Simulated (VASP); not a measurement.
Wanted: the native input for a VASP 6.6.1 run.

| Quantity | Value |
| --- | --- |
| Task | single point |
| Functional | PBE |
| Potentials or basis | VASP PAW PBE potentials, release 64 (Fe, O) |
| Cutoff | 520 eV |
| k mesh | 12 × 12 × 12 |
| Occupations | gaussian, width 0.02 eV |
| Spin | collinear spin, ferromagnetic start |
| Starting moments | [3.9, 0.17] μB |
| Hubbard terms | Fe d U = 5.3 eV |
| Dipole correction | no |
| Further INCAR settings | ALGO = Normal; EDIFF = 1e-06; NBANDS = 18 |

The structure of FeO lies in POSCAR:

```
FeO
1.0
    1.5844211471      0.9147659758      2.4830502299
   -1.5844211471      0.9147659758      2.4830502299
    0.0000000000     -1.8295319515      2.4830502299
Fe O
1 1
Direct
    0.0000000000      0.0000000000      0.0000000000
    0.5000000000      0.5000000000      0.5000000000
```

One way to write it, as run:

INCAR

```
SYSTEM = FeO
ALGO = Normal
EDIFF = 1E-6
ENCUT = 520
GGA = PE
ISIF = 2
ISMEAR = 0
ISPIN = 2
LASPH = .True.
LCHARG = .False.
LDAU = .True.
LDAUJ = 0 0
LDAUL = 2 -1
LDAUPRINT = 1
LDAUTYPE = 2
LDAUU = 5.3 0
LMAXMIX = 4
LORBIT = 11
LREAL = .False.
LWAVE = .False.
MAGMOM = 3.9 0.17
NBANDS = 18
NELM = 150
PREC = Accurate
SIGMA = 0.02
```

KPOINTS

```
k-points
0
Gamma
  12 12 12
  0 0 0
```

Potentials or basis: VASP PAW PBE potentials, release 64 (Fe, O).

Run with:

```console
$ cat potpaw_PBE.64/Fe/POTCAR potpaw_PBE.64/O/POTCAR > POTCAR
$ mpirun -np 1 vasp_std > vasp.out
```

Results of the run:

```
Pressure                                              : -9.4 GPa
Band gap on the k mesh                                : zero (filled and empty bands overlap)
Net moment                                            : 4.00 μB per cell
Site moments                                          : Fe +3.85; O +0.16 μB
Valence electrons inside the program's atomic spheres : Fe 6.65; O 4.98
```

Caveat: a cell with one magnetic atom can't hold antiferromagnetic order, which such compounds often take.

Wall time 54 s on 1 thread of Intel(R) Xeon(R) 6975P-C (Granite Rapids), with other jobs on the host, peak memory 0.23 GiB.
